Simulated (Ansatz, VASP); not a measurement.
**HfB in VASP and in Ansatz**

The input INCAR:

```
PREC = Accurate ; ENCUT = 520
EDIFF = 1E-7 ; ISMEAR = -1
SIGMA = 0.05 ; LREAL = F
LASPH = T ; NELM = 100
ALGO = Normal ; ISIF = 2
LWAVE = F ; LCHARG = T
LELF = T ; LVHAR = T
NBANDS = 14
```

File KPOINTS:

```
regular mesh
0
Gamma
  15 15 15
```

Contents of POSCAR:

```
HfB
1.0
    0.0000000000      2.3100000000      2.3331000000
    2.3100000000      0.0000000000      2.3331000000
    2.3100000000      2.3100000000      0.0000000000
Hf B
1 1
Direct
    0.5000000000      0.5000000000      0.5000000000
    0.0000000000      0.0000000000      0.0000000000
```

Input for Ansatz:

```yaml
crystal:
  lattice:
    - [0.0, 2.31, 2.3331]
    - [2.31, 0.0, 2.3331]
    - [2.31, 2.31, 0.0]
  atoms:
    - { symbol: Hf, position: [0.5, 0.5, 0.5] }
    - { symbol: B, position: [0.0, 0.0, 0.0] }
kpoints:
  mp_grid: { grid: [15, 15, 15] }
  band_path:
    path:
      - [0.0, 0.0, 0.0]
      - [0.0, 0.5, 0.5]
      - [0.25, 0.75, 0.5]
      - [0.0, 0.5, 0.0]
      - [0.0, 0.0, 0.0]
      - [0.5, 0.5, 0.0]
      - [0.3725370062, 0.6274629938, 0.0]
      - [-0.3725370062, 0.3725370062, 0.0]
      - [0.0, 0.0, 0.0]
    npoints: 5
scf:
  occupations: { method: fermi_dirac, width: 0.05 }
hamiltonian:
  xc: lda
  pseudopotentials: { kind: all_electron, lapw: { basis_error: 0.00025 } }
output:
  forces: true
  stress: true
  eigenvalues: true
```

Change from the starting cell: zz strain of +1 %.

Alike in both runs: task single point; functional LDA; k mesh 15 × 15 × 15; occupations fermi-dirac, width 0.05 eV; no spin polarisation.

|  | VASP | Ansatz |
| --- | --- | --- |
| version | VASP 6.6.1 | Ansatz 0.2.0 |
| potentials or method | VASP PAW LDA potentials, release 64 (Hf_pv, B), cutoff 520 eV | all-electron LAPW, scalar-relativistic |

```csv
,VASP,Ansatz,Ansatz less VASP
pressure (GPa),17.4,15.8,-1.65
"traceless stress, the component that is largest in VASP (GPa)",-3.18,-3.12,+0.069
```

LDA's correlation is that of Perdew and Zunger in VASP and of Perdew and Wang (1992) in Ansatz. Ansatz ran all-electron here, and VASP with PAW potentials.

Neither program's run includes spin-orbit coupling.
